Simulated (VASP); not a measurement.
Set up this calculation in VASP 6.6.1, as the native input.

- Task: single point
- Functional: r2SCAN
- Potentials or basis: VASP PAW PBE potentials, release 64 (C_h)
- Cutoff: 910 eV
- k mesh: 12 × 12 × 12
- Occupations: gaussian, width 0.05 eV
- Spin: no spin polarisation
- Dipole correction: no
- Further INCAR settings: ALGO = Normal; EDIFF = 1e-06; NBANDS = 11

The system is C.

```
C
1.0
     0.00000    1.79572    1.79572
     1.78014    0.01558    1.78014
     1.78014    1.78014    0.01558
C
2
Cartesian
  1.7801 1.7957 1.7957
  2.6702 2.6936 2.6936
```

This cell differs from its parent crystal: strain +0.0175 x Voigt [0, 0, 0, 1, 0, 0].

The input as run:

POSCAR

```
C
1.0
    0.0000000000      1.7957179476      1.7957179476
    1.7801417077      0.0155762399      1.7801417077
    1.7801417077      1.7801417077      0.0155762399
C
2
Direct
    0.5000000000      0.5000000000      0.5000000000
    0.7500000000      0.7500000000      0.7500000000
```

INCAR.step1

```
SYSTEM = C
  PREC = Accurate
  ENCUT = 910
  ISMEAR = 0
  SIGMA = 0.05
  LREAL = .FALSE.
  LASPH = .TRUE.
  NELM = 120
  NBANDS = 11
  GGA = PE
  ALGO = Normal
  EDIFF = 1E-5
  LWAVE = .TRUE.
  LCHARG = .FALSE.
  GGA_COMPAT = .FALSE.
```

INCAR.step2

```
SYSTEM = C
  PREC = Accurate
  ENCUT = 910
  EDIFF = 1E-6
  ISMEAR = 0
  SIGMA = 0.05
  LREAL = .FALSE.
  LASPH = .TRUE.
  NELM = 120
  ALGO = Normal
  ISIF = 2
  LWAVE = .FALSE.
  LCHARG = .FALSE.
  METAGGA = R2SCAN
  LMIXTAU = .TRUE.
  NBANDS = 11
  ISTART = 1
  GGA_COMPAT = .FALSE.
```

KPOINTS

```
regular mesh
0
G
  12 12 12
  0 0 0
```

Potentials or basis: VASP PAW PBE potentials, release 64 (C_h).

Run with:

```sh
$ cat potpaw_PBE.64/C_h/POTCAR > POTCAR
$ cp INCAR.step1 INCAR
$ mpirun -np 1 vasp_std > vasp.out
$ cp INCAR.step2 INCAR
$ mpirun -np 1 vasp_std > vasp.out
```

Results of the run:

```json
{"Pressure": "-0.7 GPa", "Largest force": "0.037 eV/Å", "Band gap on the k mesh": "4.36 eV (least direct gap 5.62 eV)"}
```

Caveat: the cell differs from its parent crystal (strain +0.0175 x Voigt [0, 0, 0, 1, 0, 0]); the cutoff is under 1.25 times the usual one of these potentials, so pressure, stress and relaxed cells hold a basis-set (Pulay) error; the PAW data sets were made with another functional, which shifts forces and pressure a little.

Run time: 2.2 min on 1 thread of Intel(R) Xeon(R) 6975P-C (Granite Rapids), on a shared host, peak memory 0.19 GiB.
